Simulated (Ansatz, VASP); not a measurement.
## KZnF3: VASP beside Ansatz

INCAR

```
SYSTEM = KZnF3
ALGO = Normal ; EDIFF = 1E-6
ENCUT = 520 ; GGA = PE
ISIF = 2 ; ISMEAR = 0
LASPH = .TRUE. ; LCHARG = .FALSE.
LREAL = .FALSE. ; LWAVE = .FALSE.
NBANDS = 29 ; NELM = 60
PREC = Accurate ; SIGMA = 0.05
```

KPOINTS

```
k-points
0
G
  6 6 6
  0 0 0
```

The input POSCAR:

```
KZnF3
1.0
    4.3997043004      0.0000000000      0.0000000000
    0.0000000000      4.3997043004      0.0000000000
    0.0000000000      0.0000000000      3.4317693543
K Zn F
1 1 3
Direct
    0.0000000000      0.0000000000      0.0000000000
    0.5000000000      0.5000000000      0.5000000000
    0.5000000000      0.5000000000      0.0000000000
    0.0000000000      0.5000000000      0.5000000000
    0.5000000000      0.0000000000      0.5000000000
```

Input for Ansatz:

```yaml
crystal:
  lattice:
    - [4.3997043004, 0.0, 0.0]
    - [0.0, 4.3997043004, 0.0]
    - [0.0, 0.0, 3.4317693543]
  atoms:
    - { symbol: K, position: [0.0, 0.0, 0.0] }
    - { symbol: Zn, position: [0.5, 0.5, 0.5] }
    - { symbol: F, position: [0.5, 0.5, 0.0] }
    - { symbol: F, position: [0.0, 0.5, 0.5] }
    - { symbol: F, position: [0.5, 0.0, 0.5] }
basis:
  ecutwfc: 420
kpoints:
  mp_grid: { grid: [6, 6, 6] }
hamiltonian:
  xc: pbe
scf:
  occupations: { method: gaussian, width: 0.05 }
output:
  forces: true
  stress: true
  eigenvalues: true
```

Alike in both runs: task single point; functional PBE; k mesh 6 × 6 × 6; occupations gaussian, width 0.05 eV; no spin polarisation.

|  | VASP | Ansatz |
| --- | --- | --- |
| version | VASP 6.6.1 | Ansatz 0.2.0 |
| potentials or method | VASP PAW PBE potentials, release 64 (K_sv, Zn, F), cutoff 520 eV | scalar-relativistic, plane waves, PAW |
| valence electrons in the cell | 42 | 42 |

|  | VASP | Ansatz | Ansatz less VASP |
| --- | --- | --- | --- |
| gap on the k mesh at the Fermi level (eV) | 3.53 | 3.59 | +0.053 |
| least direct gap on the mesh (eV) | 5.48 | 5.51 | +0.034 |
| pressure (GPa) | 13.1 | 12.5 | -0.55 |
| traceless stress, the component that is largest in VASP (GPa) | 25.56 | 24.51 | -1.048 |

With one functional, cell and mesh, what is left measures potentials, basis and numerics.
